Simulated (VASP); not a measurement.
A run of VASP 6.6.1:

Contents of POSCAR:

```
ZnS
1.0
   -3.8109987816      0.0000000000      0.0000000000
   -1.9054993908     -3.3004217586      0.0000000000
   -4.2873736293     -2.4753163190     12.4680000000
Zn S
4 4
Direct
   -0.1569791667     -0.1569791667      0.6537500000
    0.2180208333      0.2180208333      0.1537500000
   -0.0111458333     -0.0111458333      0.9037500000
    0.3638541667      0.3638541667      0.4037500000
   -0.3013541667     -0.3013541667      0.8462500000
    0.0736458333      0.0736458333      0.3462500000
    0.5944791667      0.5944791667      0.0962500000
    0.2194791667      0.2194791667      0.5962500000
```

The input INCAR.step1:

```
SYSTEM = ZnS
PREC     = Accurate       ! precision mode
ENCUT    = 520            ! plane-wave cutoff, eV
ISMEAR   = 0              ! smearing method
SIGMA    = 0.05           ! smearing width, eV
LREAL    = .FALSE.        ! projectors in reciprocal space
LASPH    = .TRUE.         ! aspherical terms in the spheres
NELM     = 80             ! most SCF steps
NBANDS   = 46             ! bands
GGA      = PE             ! functional
ALGO     = Normal         ! electronic algorithm
EDIFF    = 1E-4           ! SCF threshold, eV
LWAVE    = .TRUE.         ! write WAVECAR
LCHARG   = .FALSE.        ! write CHGCAR
```

The input INCAR.step2:

```
SYSTEM = ZnS
PREC     = Accurate       ! precision mode
ENCUT    = 520            ! plane-wave cutoff, eV
EDIFF    = 1E-6           ! SCF threshold, eV
ISMEAR   = 0              ! smearing method
SIGMA    = 0.05           ! smearing width, eV
LREAL    = .FALSE.        ! projectors in reciprocal space
LASPH    = .TRUE.         ! aspherical terms in the spheres
NELM     = 80             ! most SCF steps
ALGO     = Normal         ! electronic algorithm
ISIF     = 2              ! what is computed and relaxed
LWAVE    = .FALSE.        ! write WAVECAR
LCHARG   = .FALSE.        ! write CHGCAR
METAGGA  = R2SCAN         ! meta-GGA
LMIXTAU  = .TRUE.       
NBANDS   = 46             ! bands
ISTART   = 1
```

The input KPOINTS:

```
Automatic mesh
0
G
  7 7 2
  0 0 0
```

Potentials or basis: VASP PAW PBE potentials, release 64 (Zn, S).

The run is started by

```console
$ cat potpaw_PBE.64/Zn/POTCAR potpaw_PBE.64/S/POTCAR > POTCAR
$ cp INCAR.step1 INCAR
$ mpirun -np 1 vasp_std > vasp.out
$ cp INCAR.step2 INCAR
$ mpirun -np 1 vasp_std > vasp.out
```

Hardware: 1 thread of Intel Xeon 8259CL, on a shared host.

How long does it take, and how much memory?

Run time: 21 min on 1 thread of Intel Xeon 8259CL (shared host), peak memory 0.4 GiB. Counts: k points 32.
